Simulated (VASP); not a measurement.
# TaSi2 (P6_222) in VASP: a series of runs

The runs below take TaSi2 through single point, with PBEsol.

Everything below comes from runs of VASP 6.6.1. Logs are shortened: lines on timing, memory, paths and dates and some standing lists are left out, and cuts for length are marked.

## 1. The cell of the first run

The structure is hexagonal, space group P6_222 (No. 180). Conventional cell: a = 4.761 Å, b = 4.761 Å, c = 6.720 Å, α = 90.00°, β = 90.00°, γ = 120.00°. Ta (site symmetry 222) has 10 Si at 2.64 to 2.81 Å and 4 Ta at 3.27 Å within 3.5 Å. Si (site symmetry 2) has 9 Si at 2.60 to 3.35 Å and 5 Ta at 2.64 to 2.81 Å within 3.4 Å.

## 2. Single point, PBEsol (strain +0.000 along x and y, +0.025 along z)

Input file INCAR:

```
ALGO = Normal
EDIFF = 1E-7
ENCUT = 520
GGA = PS
ISIF = 2
ISMEAR = 0
LASPH = T
LCHARG = F
LREAL = F
LWAVE = F
NBANDS = 38
NELM = 80
PREC = Accurate
SIGMA = 0.15
```

Input file KPOINTS:

```
k-points
0
Gamma
  12 12 6
```

Input file POSCAR:

```
TaSi2
1.0
    4.7608595319      0.0000000000      0.0000000000
   -2.3804297659      4.1230252985      0.0000000000
    0.0000000000      0.0000000000      6.7196787534
Ta Si
3 6
Direct
    0.5000000000      0.0000000000      0.5000000000
    0.5000000000      0.5000000000      0.8333333333
    0.0000000000      0.5000000000      0.1666666667
    0.1592675430      0.3185350860      0.5000000000
    0.8407324570      0.1592675430      0.8333333333
    0.6814649140      0.8407324570      0.1666666667
    0.8407324570      0.6814649140      0.5000000000
    0.1592675430      0.8407324570      0.8333333333
    0.3185350860      0.1592675430      0.1666666667
```

Potentials or basis: VASP PAW PBE potentials, release 64 (Ta_pv, Si).

Launch:

```
cat potpaw_PBE.64/Ta_pv/POTCAR potpaw_PBE.64/Si/POTCAR > POTCAR
mpirun -np 1 vasp_std > vasp.out
```

OUTCAR:

```text
EDIFF = 1E-7
   ENCUT = 520
   GGA = PS
   ISIF = 2
   ISMEAR = 0
   LASPH = T
   LREAL = F
   NELM = 80
   PREC = Accurate

 ion  position               nearest neighbor table
   1  0.500  0.000  0.500-   6 2.64   9 2.64   8 2.64   5 2.64   4 2.72   7 2.72   4 2.72   7 2.72
                             4 2.81   7 2.81   2 3.27   2 3.27   3 3.27   3 3.27
   2  0.500  0.500  0.833-   4 2.64   7 2.64   6 2.64   9 2.64   5 2.72   8 2.72   8 2.72   5 2.72
                             8 2.81   5 2.81   1 3.27   1 3.27   3 3.27   3 3.27
   3  0.000  0.500  0.167-   4 2.64   7 2.64   5 2.64   8 2.64   6 2.72   9 2.72   9 2.72   6 2.72
                             6 2.81   9 2.81   1 3.27   1 3.27   2 3.27   2 3.27
   4  0.159  0.319  0.500-   9 2.60   5 2.60   7 2.63   3 2.64   2 2.64   1 2.72   1 2.72   1 2.81
                             7 2.81   7 2.81
   5  0.841  0.159  0.833-   4 2.60   6 2.60   8 2.63   1 2.64   3 2.64   2 2.72   2 2.72   2 2.81
                             8 2.81   8 2.81
   6  0.681  0.841  0.167-   7 2.60   5 2.60   9 2.63   1 2.64   2 2.64   3 2.72   3 2.72   3 2.81
                             9 2.81   9 2.81
   7  0.841  0.681  0.500-   6 2.60   8 2.60   4 2.63   3 2.64   2 2.64   1 2.72   1 2.72   1 2.81
                             4 2.81   4 2.81
   8  0.159  0.841  0.833-   7 2.60   9 2.60   5 2.63   1 2.64   3 2.64   2 2.72   2 2.72   2 2.81
                             5 2.81   5 2.81
   9  0.319  0.159  0.167-   4 2.60   8 2.60   6 2.63   1 2.64   2 2.64   3 2.72   3 2.72   3 2.81
                             6 2.81   6 2.81

  LATTYP: Found a hexagonal cell.
 ALAT       =     4.7608595319
 C/A-ratio  =     1.4114423474

  Lattice vectors:

 A1 = (   4.7608595319,   0.0000000000,   0.0000000000)
 A2 = (  -2.3804297659,   4.1230252985,   0.0000000000)
 A3 = (   0.0000000000,   0.0000000000,   6.7196787534)

Analysis of symmetry for initial positions (statically):
=====================================================================
 Subroutine PRICEL returns:
 Original cell was already a primitive cell.

 Routine SETGRP: Setting up the symmetry group for a
 hexagonal supercell.

 Subroutine GETGRP returns: Found 12 space group operations
 (whereof  4 operations were pure point group operations)
 out of a pool of 24 trial point group operations.

The static configuration has the point symmetry D_2 .
 The point group associated with its full space group is D_6 .

Analysis of symmetry for dynamics (positions and initial velocities):
=====================================================================
 Subroutine PRICEL returns:
 Original cell was already a primitive cell.

 Routine SETGRP: Setting up the symmetry group for a
 hexagonal supercell.

 Subroutine GETGRP returns: Found 12 space group operations
 (whereof  4 operations were pure point group operations)
 out of a pool of 24 trial point group operations.

The dynamic configuration has the point symmetry D_2 .
 The point group associated with its full space group is D_6 .

 Subroutine INISYM returns: Found 12 space group operations
 (whereof  4 operations are pure point group operations),
 and found     1 'primitive' translations

----------------------------------------------------------------------------------------

                                     Primitive cell

  volume of cell :     131.9015

  direct lattice vectors                    reciprocal lattice vectors
     4.760859532  0.000000000  0.000000000     0.210046105  0.121270175  0.000000000
    -2.380429766  4.123025298  0.000000000     0.000000000  0.242540350  0.000000000
     0.000000000  0.000000000  6.719678753     0.000000000  0.000000000  0.148816638

  length of vectors
     4.760859532  4.760859532  6.719678753     0.242540350  0.242540350  0.148816638

  position of ions in fractional coordinates (direct lattice)
     0.500000000  0.000000000  0.500000000
     0.500000000  0.500000000  0.833333333
     1.000000000  0.500000000  0.166666667
     0.159267543  0.318535086  0.500000000
     0.840732457  0.159267543  0.833333333
     0.681464914  0.840732457  0.166666667
     0.840732457  0.681464914  0.500000000
     0.159267543  0.840732457  0.833333333
     0.318535086  0.159267543  0.166666667

  ion indices of the primitive-cell ions
   primitive index   ion index
                 1           1
                 2           2
                 3           3
                 4           4
                 5           5
                 6           6
                 7           7
                 8           8
                 9           9

----------------------------------------------------------------------------------------

 KPOINTS: k-points

Automatic generation of k-mesh.
 Grid dimensions read from file:
 generate k-points for:   12   12    6

 Generating k-lattice:

  Cartesian coordinates                     Fractional coordinates (reciprocal lattice)
     0.017503842  0.010105848  0.000000000     0.083333333  0.000000000  0.000000000
     0.000000000  0.020211696  0.000000000     0.000000000  0.083333333  0.000000000
     0.000000000  0.000000000  0.024802773     0.000000000  0.000000000  0.166666667

  Length of vectors
     0.020211696  0.020211696  0.024802773

  Shift w.r.t. Gamma in fractional coordinates (k-lattice)
     0.000000000  0.000000000  0.000000000

 Subroutine IBZKPT returns following result:
 ===========================================

 Found     76 irreducible k-points:

 Following reciprocal coordinates:
            Coordinates               Weight
  0.000000  0.000000  0.000000      1.000000
  0.083333 -0.000000  0.000000      6.000000
  0.166667  0.000000  0.000000      6.000000
  0.250000 -0.000000  0.000000      6.000000
  0.333333  0.000000  0.000000      6.000000
  0.416667 -0.000000  0.000000      6.000000
[... 16 lines left out ...]
  0.250000 -0.000000  0.166667     12.000000
  0.333333  0.000000  0.166667     12.000000
 [... further k-points ...]
   k-points           NKPTS =     76   k-points in BZ     NKDIM =     76   number of bands    NBANDS=     38
   number of dos      NEDOS =    301   number of ions     NIONS =      9
   total plane-waves  NPLWV =  64800
   dimension x,y,z NGX =    36 NGY =   36 NGZ =   50
   dimension x,y,z NGXF=    72 NGYF=   72 NGZF=  100
   ions per type =               3   6
   NGX,Y,Z   is equivalent  to a cutoff of  12.57, 12.57, 12.37 a.u.
   NGXF,Y,Z  is equivalent  to a cutoff of  25.14, 25.14, 24.74 a.u.
 SYSTEM =  unknown system
   PREC   = accura    normal or accurate (medium, high low for compatibility)
   ISTART =      0    job   : 0-new  1-cont  2-samecut
   ICHARG =      2    charge: 1-file 2-atom 10-const
   ISPIN  =      1    spin polarized calculation?
   LNONCOLLINEAR =      F non collinear calculations
   LSORBIT =      F    spin-orbit coupling
   LASPH  =      T    aspherical Exc in radial PAW
   ENCUT  =  520.0 eV  38.22 Ry    6.18 a.u.   8.85  8.85 12.49*2*pi/ulx,y,z
   NELM   =     80;   NELMIN=  2; NELMDL= -5     # of ELM steps
   EDIFF  = 0.1E-06   stopping-criterion for ELM
   LREAL  =      F    real-space projection
   EDIFFG = 0.1E-05   stopping-criterion for IOM
   NSW    =      0    number of steps for IOM
   IBRION =     -1    ionic relax: 0-MD 1-quasi-New 2-CG
   NFREE  =      0    steps in history (QN), initial steepest desc. (CG)
   ISIF   =      2    stress and relaxation
   ISYM   =      2    0-nonsym 1-usesym 2-fastsym
   POTIM  = 0.5000    time-step for ionic-motion
   TEBEG  =    0.0;   TEEND  =   0.0 temperature during run
   PSTRESS=    0.0 pullay stress
   NELECT =      57.0000    total number of electrons
   NUPDOWN=      -1.0000    fix difference up-down
   EMIN   =  10.00;   EMAX   =-10.00  energy-range for DOS
   EFERMI =   0.00;   METHOD = LEGACY
   ISMEAR =     0;   SIGMA  =   0.15  broadening in eV -4-tet -1-fermi 0-gaus
   EFERMI_NEDOS =   21; number of points for ismear=-14 and -15
   IALGO  =     38    algorithm
   IMIX   =      4    mixing-type and parameters
     AMIX     =   0.40;   BMIX     =  1.00
     AMIX_MAG =   1.60;   BMIX_MAG =  1.00
  volume/ion in A,a.u.               =      14.66        98.90
  Fermi-wavevector in a.u.,A,eV,Ry     =   1.237703  2.338920 20.842888  1.531909
  Thomas-Fermi vector in A             =   2.372259
   LORBIT       =      0    0 simple, 1 ext, 2 COOP (PROOUT), +10 PAW based schemes
   GGA     = PS    functional components
   LHFCALC =     F    Hartree Fock is set to
   AEXX    =    0.0000 exact exchange contribution
   IVDW    =     0    specifies the selected vdW correction
   LEPSILON=     F    determine dielectric tensor
   LRPA    =     F    only Hartree local field effects (RPA)
 non-spin polarized calculation
 Gauss-broadening in eV      SIGMA  =   0.15
  energy-cutoff  :      520.00
  volume of cell :      131.90
 maximum number of plane-waves:      3631
 NGX is ok and might be reduce to    36
   NGX = 17   NGY = 17   NGZ = 25

 number of electron      57.0000000 magnetization

 Free energy of the ion-electron system (eV)
  ---------------------------------------------------
  ext. energy  EPLUGINS =         0.00000000
  ---------------------------------------------------
  free energy    TOTEN  =       -77.26319322 eV

  energy without entropy =      -77.21796637  energy(sigma->0) =      -77.24057980

 E-fermi :   9.1190     XC(G=0): -12.0944

 val. band max:        9.1114241332   @ k =   0.3333   0.1667   0.5000
 cond. band min:       9.1194349173   @ k =   0.4167   0.0833   0.1667
 fundamental gap:      0.0080107840
 Fermi energy:         9.1189909370

 k-point     1 :       0.0000    0.0000    0.0000
  band No.  band energies     occupation
      1     -25.2392      2.00000
      2     -25.2392      2.00000
      3     -25.2110      2.00000
      4     -25.1505      2.00000
      5     -25.1505      2.00000
      6     -25.0838      2.00000
[... 30 lines left out ...]
     37      12.9050      0.00000
     38      13.0344      0.00000
[... 941 lines left out ...]
     37      13.1660      0.00000
     38      13.2524      0.00000

 [... further k-points ...]

------------------------ aborting loop because EDIFF is reached ----------------------------------------

  FORCE on cell =-STRESS in cart. coord.  units (eV):
  Direction    XX          YY          ZZ          XY          YZ          ZX
  --------------------------------------------------------------------------------------
  -------------------------------------------------------------------------------------
  Total       -1.6586212     -1.6586212     -8.4444739     -0.0000000      0.0000000      0.0000000
  in kB      -20.1468856    -20.1468856   -102.5730580     -0.0000000      0.0000000      0.0000000
  external PRESSURE =     -47.6222764 kB  Pullay stress =       0.0000000 kB

 VOLUME and BASIS-vectors are now :
 -----------------------------------------------------------------------------
  energy-cutoff  :      520.00
  volume of cell :      131.90
      direct lattice vectors                 reciprocal lattice vectors
     4.760859532  0.000000000  0.000000000     0.210046105  0.121270175  0.000000000
    -2.380429766  4.123025298  0.000000000     0.000000000  0.242540350  0.000000000
     0.000000000  0.000000000  6.719678753     0.000000000  0.000000000  0.148816638

 POSITION                                       TOTAL-FORCE (eV/Angst)
 -----------------------------------------------------------------------------------
      2.38043      0.00000      3.35984        -0.000000     -0.000000      0.000000
      1.19021      2.06151      5.59973        -0.000000     -0.000000     -0.000000
     -1.19021      2.06151      1.11995        -0.000000     -0.000000     -0.000000
      0.00000      1.31333      3.35984         0.000000      0.088123      0.000000
      3.62348      0.65666      5.59973        -0.076317      0.044061      0.000000
      1.24305      3.46636      1.11995        -0.076317     -0.044061      0.000000
      2.38043      2.80970      3.35984        -0.000000     -0.088123      0.000000
     -1.24305      3.46636      5.59973         0.076317     -0.044061      0.000000
      1.13738      0.65666      1.11995         0.076317      0.044061      0.000000
 -----------------------------------------------------------------------------------
    total drift:                                0.000000      0.000000     -0.000000

  FREE ENERGIE OF THE ION-ELECTRON SYSTEM (eV)
  ---------------------------------------------------
  free  energy   TOTEN  =       -77.2631932218 eV

  energy  without entropy=      -77.2179663715  energy(sigma->0) =      -77.24057980
```

It took 2.4 min on 1 thread of Intel Xeon 6975P-C (Granite Rapids), shared host; peak memory 0.43 GiB.

Results:

```
Free energy            : -77.2632 eV
Pressure               : -4.8 GPa
Largest force          : 0.088 eV/Å
Band gap on the k mesh : zero (an odd number of electrons rules out a gap without spin polarisation)
```

Forces in eV/Å, atoms in the order of the input:
```
Ta   0.000  0.000  0.000
Ta   0.000  0.000  0.000
Ta   0.000  0.000  0.000
Si   0.000  0.088  0.000
Si  -0.076  0.044  0.000
Si  -0.076 -0.044  0.000
Si   0.000 -0.088  0.000
Si   0.076 -0.044  0.000
Si   0.076  0.044  0.000
```

Stress tensor (GPa, compression positive):
```
 -2.01   0.00   0.00
  0.00  -2.01   0.00
  0.00   0.00 -10.26
```

Caveat: the cell differs from its parent crystal (strain +0.000 along x and y, +0.025 along z); the stress differs along the axes, from -10 to -2 GPa; the PAW data sets were made with another functional, which shifts forces and pressure a little; spin-orbit coupling is left out, which moves the levels of the heavy elements.

(Continued in part 2 of 2.)

The gap in the log of VASP goes by the Fermi energy; the results here count the filled bands.